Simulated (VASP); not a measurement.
# Re (P6_3/mmc) in VASP: further runs

Re is run at these levels: PBEsol; tasks: single point.

All numbers are computed with VASP 6.6.1; they aren't measurements. Logs are shortened: lines on timing, memory, paths and dates and some standing lists are left out, and cuts for length are marked.

### 1 The cell of the first run

The structure is hexagonal, space group P6_3/mmc (No. 194). Conventional cell: a = 2.833 Å, b = 2.833 Å, c = 4.574 Å, α = 90.00°, β = 90.00°, γ = 120.00°. Re (site symmetry -6m2) has 12 Re at 2.81 to 2.83 Å within 3.7 Å.

### 2 Single point, PBEsol

File INCAR:

```
SYSTEM = Re
  ALGO = Normal
  EDIFF = 1E-6
  ENCUT = 520
  GGA = PS
  ISIF = 2
  ISMEAR = -1
  LASPH = .True.
  LCHARG = .False.
  LREAL = .False.
  LWAVE = .False.
  NBANDS = 14
  NELM = 80
  PREC = Accurate
  SIGMA = 0.02
```

File KPOINTS:

```
k-points
0
Gamma
  12 12 7
  0 0 0
```

File POSCAR:

```
Re
1.0
    2.8325409562      0.0000000000      0.0000000000
   -1.4162704781      2.4530524922      0.0000000000
    0.0000000000      0.0000000000      4.5740488593
Re
2
Direct
    0.3333333333      0.6666666667      0.2500000000
    0.6666666667      0.3333333333      0.7500000000
```

Potentials or basis: VASP PAW PBE potentials, release 64 (Re).

Run with:

```bash
> cat potpaw_PBE.64/Re/POTCAR > POTCAR
> mpirun -np 1 vasp_std > vasp.out
```

OUTCAR:

```text
SYSTEM = Re
   EDIFF = 1E-6
   ENCUT = 520
   GGA = PS
   ISIF = 2
   ISMEAR = -1
   LASPH = .True.
   LREAL = .False.
   NELM = 80
   PREC = Accurate

 ion  position               nearest neighbor table
   1  0.333  0.667  0.250-   2 2.81   2 2.81   2 2.81   2 2.81   2 2.81   2 2.81
   2  0.667  0.333  0.750-   1 2.81   1 2.81   1 2.81   1 2.81   1 2.81   1 2.81

  LATTYP: Found a hexagonal cell.
 ALAT       =     2.8325409562
 C/A-ratio  =     1.6148217908

  Lattice vectors:

 A1 = (   2.8325409562,   0.0000000000,   0.0000000000)
 A2 = (  -1.4162704781,   2.4530524922,   0.0000000000)
 A3 = (   0.0000000000,   0.0000000000,   4.5740488593)

Analysis of symmetry for initial positions (statically):
=====================================================================
 Subroutine PRICEL returns:
 Original cell was already a primitive cell.

 Routine SETGRP: Setting up the symmetry group for a
 hexagonal supercell.

 Subroutine GETGRP returns: Found 24 space group operations
 (whereof 12 operations were pure point group operations)
 out of a pool of 24 trial point group operations.

The static configuration has the point symmetry D_3d.
 The point group associated with its full space group is D_6h.

Analysis of symmetry for dynamics (positions and initial velocities):
=====================================================================
 Subroutine PRICEL returns:
 Original cell was already a primitive cell.

 Routine SETGRP: Setting up the symmetry group for a
 hexagonal supercell.

 Subroutine GETGRP returns: Found 24 space group operations
 (whereof 12 operations were pure point group operations)
 out of a pool of 24 trial point group operations.

The dynamic configuration has the point symmetry D_3d.
 The point group associated with its full space group is D_6h.

 Subroutine INISYM returns: Found 24 space group operations
 (whereof 12 operations are pure point group operations),
 and found     1 'primitive' translations

----------------------------------------------------------------------------------------

                                     Primitive cell

  volume of cell :      31.7822

  direct lattice vectors                    reciprocal lattice vectors
     2.832540956  0.000000000  0.000000000     0.353039909  0.203827681  0.000000000
    -1.416270478  2.453052492  0.000000000     0.000000000  0.407655361  0.000000000
     0.000000000  0.000000000  4.574048859     0.000000000  0.000000000  0.218624687

  length of vectors
     2.832540956  2.832541014  4.574048859     0.407655370  0.407655361  0.218624687

  position of ions in fractional coordinates (direct lattice)
     0.333333333  0.666666667  0.250000000
     0.666666667  0.333333333  0.750000000

  ion indices of the primitive-cell ions
   primitive index   ion index
                 1           1
                 2           2

----------------------------------------------------------------------------------------

 KPOINTS: k-points

Automatic generation of k-mesh.
 Grid dimensions read from file:
 generate k-points for:   12   12    7

 Generating k-lattice:

  Cartesian coordinates                     Fractional coordinates (reciprocal lattice)
     0.029419992  0.016985640  0.000000000     0.083333333  0.000000000  0.000000000
     0.000000000  0.033971280  0.000000000     0.000000000  0.083333333  0.000000000
     0.000000000  0.000000000  0.031232098     0.000000000  0.000000000  0.142857143

  Length of vectors
     0.033971281  0.033971280  0.031232098

  Shift w.r.t. Gamma in fractional coordinates (k-lattice)
     0.000000000  0.000000000  0.000000000

 Subroutine IBZKPT returns following result:
 ===========================================

 Found     76 irreducible k-points:

 Following reciprocal coordinates:
            Coordinates               Weight
  0.000000  0.000000  0.000000      1.000000
  0.083333  0.000000  0.000000      6.000000
  0.166667  0.000000  0.000000      6.000000
  0.250000  0.000000  0.000000      6.000000
  0.333333 -0.000000  0.000000      6.000000
  0.416667  0.000000  0.000000      6.000000
[... 16 lines left out ...]
  0.250000  0.000000  0.142857     12.000000
  0.333333 -0.000000  0.142857     12.000000
 [... further k-points ...]
   k-points           NKPTS =     76   k-points in BZ     NKDIM =     76   number of bands    NBANDS=     14
   number of dos      NEDOS =    301   number of ions     NIONS =      2
   total plane-waves  NPLWV =  20736
   dimension x,y,z NGX =    24 NGY =   24 NGZ =   36
   dimension x,y,z NGXF=    48 NGYF=   48 NGZF=   72
   ions per type =               2
   NGX,Y,Z   is equivalent  to a cutoff of  14.09, 14.09, 13.08 a.u.
   NGXF,Y,Z  is equivalent  to a cutoff of  28.17, 28.17, 26.17 a.u.
 SYSTEM =  Re
   PREC   = accura    normal or accurate (medium, high low for compatibility)
   ISTART =      0    job   : 0-new  1-cont  2-samecut
   ICHARG =      2    charge: 1-file 2-atom 10-const
   ISPIN  =      1    spin polarized calculation?
   LNONCOLLINEAR =      F non collinear calculations
   LSORBIT =      F    spin-orbit coupling
   LASPH  =      T    aspherical Exc in radial PAW
   ENCUT  =  520.0 eV  38.22 Ry    6.18 a.u.   5.27  5.27  8.50*2*pi/ulx,y,z
   NELM   =     80;   NELMIN=  2; NELMDL= -5     # of ELM steps
   EDIFF  = 0.1E-05   stopping-criterion for ELM
   LREAL  =      F    real-space projection
   EDIFFG = 0.1E-04   stopping-criterion for IOM
   NSW    =      0    number of steps for IOM
   IBRION =     -1    ionic relax: 0-MD 1-quasi-New 2-CG
   NFREE  =      0    steps in history (QN), initial steepest desc. (CG)
   ISIF   =      2    stress and relaxation
   ISYM   =      2    0-nonsym 1-usesym 2-fastsym
   POTIM  = 0.5000    time-step for ionic-motion
   TEBEG  =    0.0;   TEEND  =   0.0 temperature during run
   PSTRESS=    0.0 pullay stress
   NELECT =      14.0000    total number of electrons
   NUPDOWN=      -1.0000    fix difference up-down
   EMIN   =  10.00;   EMAX   =-10.00  energy-range for DOS
   EFERMI =   0.00;   METHOD = LEGACY
   ISMEAR =    -1;   SIGMA  =   0.02  broadening in eV -4-tet -1-fermi 0-gaus
   EFERMI_NEDOS =   21; number of points for ismear=-14 and -15
   IALGO  =     38    algorithm
   IMIX   =      4    mixing-type and parameters
     AMIX     =   0.40;   BMIX     =  1.00
     AMIX_MAG =   1.60;   BMIX_MAG =  1.00
  volume/ion in A,a.u.               =      15.89       107.24
  Fermi-wavevector in a.u.,A,eV,Ry     =   1.245631  2.353902 21.110768  1.551598
  Thomas-Fermi vector in A             =   2.379845
   LORBIT       =      0    0 simple, 1 ext, 2 COOP (PROOUT), +10 PAW based schemes
   GGA     = PS    functional components
   LHFCALC =     F    Hartree Fock is set to
   AEXX    =    0.0000 exact exchange contribution
   IVDW    =     0    specifies the selected vdW correction
   LEPSILON=     F    determine dielectric tensor
   LRPA    =     F    only Hartree local field effects (RPA)
 non-spin polarized calculation
  energy-cutoff  :      520.00
  volume of cell :       31.78
 maximum number of plane-waves:       870
 NGX is ok and might be reduce to    24
   NGX = 11   NGY = 11   NGZ = 17

 number of electron      14.0000000 magnetization

 Free energy of the ion-electron system (eV)
  ---------------------------------------------------
  ext. energy  EPLUGINS =         0.00000000
  ---------------------------------------------------
  free energy    TOTEN  =       -26.48114490 eV

  energy without entropy =      -26.47915185  energy(sigma->0) =      -26.48014837

 E-fermi :   6.8027     XC(G=0): -13.4021

 val. band max:        6.7884431472   @ k =   0.0833   0.0000   0.0000
 cond. band min:       6.8383346415   @ k =   0.3333   0.0833   0.4286
 fundamental gap:      0.0498914943
 Fermi energy:         6.8026578749

 k-point     1 :       0.0000    0.0000    0.0000
  band No.  band energies     occupation
      1      -2.5685      2.00000
      2       0.7040      2.00000
      3       5.3978      2.00000
      4       5.4009      2.00000
      5       5.4009      2.00000
      6       6.1408      2.00000
      7       6.1408      2.00000
      8       6.9766      0.00033
      9       6.9766      0.00033
     10       7.2822      0.00000
     11       9.8232      0.00000
     12       9.8232      0.00000
     13      15.7944      0.00000
     14      20.8499      0.00000

 k-point     2 :       0.0833    0.0000    0.0000
  band No.  band energies     occupation
      1      -2.3090      2.00000
      2       0.9465      2.00000
      3       4.8868      2.00000
      4       5.6352      2.00000
      5       5.8190      2.00000
      6       5.9844      2.00000
      7       6.3257      2.00000
      8       6.3611      2.00000
      9       6.7884      1.34113
     10       6.9266      0.00407
     11       9.9443      0.00000
     12      10.8621      0.00000
     13      15.7626      0.00000
     14      21.3952      0.00000

 k-point     3 :       0.1667    0.0000    0.0000
  band No.  band energies     occupation
      1      -1.5768      2.00000
      2       1.5610      2.00000
      3       4.3116      2.00000
      4       4.9714      2.00000
      5       5.5041      2.00000
      6       6.3189      2.00000
      7       6.3509      2.00000
      8       6.4609      2.00000
      9       6.5990      1.99992
     10       6.9991      0.00011
     11      10.1961      0.00000
     12      12.6855      0.00000
     13      15.6055      0.00000
     14      22.4398      0.00000
[... 324 lines left out ...]
 k-point    23 :       0.2500    0.0000    0.1429
  band No.  band energies     occupation
      1      -0.3801      2.00000
      2       2.1123      2.00000
      3       3.5435      2.00000
      4       4.1357      2.00000
      5       4.9902      2.00000
      6       5.9178      2.00000
      7       6.1336      2.00000
      8       7.4834      0.00000
      9       7.6093      0.00000
     10       7.8809      0.00000
     11      10.3046      0.00000
     12      13.2080      0.00000
     13      16.7243      0.00000
     14      21.0945      0.00000

 k-point    24 :       0.3333   -0.0000    0.1429
  band No.  band energies     occupation
      1       0.5361      2.00000
      2       1.9728      2.00000
      3       2.9026      2.00000
      4       4.0797      2.00000
      5       5.3654      2.00000
      6       5.5907      2.00000
      7       6.1454      2.00000
      8       8.6880      0.00000
      9       8.7163      0.00000
     10       8.9588      0.00000
     11      10.4361      0.00000
     12      14.0035      0.00000
     13      16.6300      0.00000
     14      19.0920      0.00000

 [... further k-points ...]
[... 5 lines left out ...]
  --------------------------------------------------------------------------------------
  -------------------------------------------------------------------------------------
  Total       -5.7651106     -5.7651109     -5.6700308     -0.0000000      0.0000000      0.0000000
  in kB     -290.6259467   -290.6259626   -285.8328629     -0.0000000      0.0000000      0.0000000
  external PRESSURE =    -289.0282574 kB  Pullay stress =       0.0000000 kB

 VOLUME and BASIS-vectors are now :
 -----------------------------------------------------------------------------
  energy-cutoff  :      520.00
  volume of cell :       31.78
      direct lattice vectors                 reciprocal lattice vectors
     2.832540956  0.000000000  0.000000000     0.353039909  0.203827681  0.000000000
    -1.416270478  2.453052492  0.000000000     0.000000000  0.407655361  0.000000000
     0.000000000  0.000000000  4.574048859     0.000000000  0.000000000  0.218624687

 POSITION                                       TOTAL-FORCE (eV/Angst)
 -----------------------------------------------------------------------------------
     -0.00000      1.63537      1.14351        -0.000000      0.000000      0.000000
      1.41627      0.81768      3.43054         0.000000      0.000000      0.000000
 -----------------------------------------------------------------------------------
    total drift:                                0.000000     -0.000000     -0.000000

  FREE ENERGIE OF THE ION-ELECTRON SYSTEM (eV)
  ---------------------------------------------------
  free  energy   TOTEN  =       -26.4811449032 eV

  energy  without entropy=      -26.4791518468  energy(sigma->0) =      -26.48014837
```

Run time: 19 s. Hardware: 1 thread of Intel Xeon 6975P-C, shared host; peak memory 0.17 GiB.

What came out:

* Free energy: -26.4811 eV
* Pressure: -28.9 GPa
* Band gap on the k mesh: zero (band 7 reaches 7.97 eV, above the bottom of band 8 at 5.40 eV)

Caveat: the PAW data sets were made with another functional, which shifts forces and pressure a little; spin-orbit coupling is left out, which moves the levels of the heavy elements.

### 3 Single point, PBEsol

This run uses another cell than the first one, of 16.48 Å³/atom, 1.037 times its volume.

File INCAR:

```
SYSTEM = Re
PREC     = Accurate       ! precision mode
ENCUT    = 520            ! plane-wave cutoff, eV
EDIFF    = 1E-6           ! SCF threshold, eV
ISMEAR   = -1             ! smearing method
SIGMA    = 0.02           ! smearing width, eV
LREAL    = .False.        ! projectors in reciprocal space
LASPH    = .True.         ! aspherical terms in the spheres
NELM     = 80             ! most SCF steps
ALGO     = Normal         ! electronic algorithm
ISIF     = 2              ! what is computed and relaxed
LWAVE    = .False.        ! write WAVECAR
LCHARG   = .False.        ! write CHGCAR
GGA      = PS             ! functional
NBANDS   = 14             ! bands
```

File KPOINTS:

```
Automatic mesh
0
Gamma
  12 12 7
  0 0 0
```

File POSCAR:

```
Re
1.0
    2.8670875433      0.0000000000      0.0000000000
   -1.4335437716      2.4829707151      0.0000000000
    0.0000000000      0.0000000000      4.6298354410
Re
2
Direct
    0.3333333333      0.6666666667      0.2500000000
    0.6666666667      0.3333333333      0.7500000000
```

Potentials or basis: VASP PAW PBE potentials, release 64 (Re).

Run with:

```bash
> cat potpaw_PBE.64/Re/POTCAR > POTCAR
> mpirun -np 1 vasp_std > vasp.out
```

Wall time 22 s (1 thread of Intel Xeon 6975P-C, shared host); peak memory 0.17 GiB.

The run converged. Its results:

```
Free energy            : -26.2367 eV
Pressure               : -37.6 GPa
Band gap on the k mesh : zero (band 7 reaches 7.49 eV, above the bottom of band 8 at 5.06 eV)
```

Stress tensor (GPa, compression positive):
```
-37.64   0.00   0.00
  0.00 -37.64   0.00
  0.00   0.00 -37.41
```

Levels at points of the mesh, in eV from the Fermi level:
| k point | band 3 | band 4 | band 5 | band 6 | band 7 | band 8 | band 9 | band 10 | band 11 | band 12 |
| --- | --- | --- | --- | --- | --- | --- | --- | --- | --- | --- |
| (0.00, 0.00, 0.00) | -1.33 | -1.32 | -1.32 | -0.62 | -0.62 | 0.17 | 0.17 | 0.44 | 2.87 | 2.87 |
| (0.50, 0.00, 0.00) | -4.48 | -1.67 | -1.62 | -1.20 | -0.54 | 3.33 | 3.66 | 3.77 | 5.13 | 6.07 |

Caveat: the PAW data sets were made with another functional, which shifts forces and pressure a little; spin-orbit coupling is left out, which moves the levels of the heavy elements.
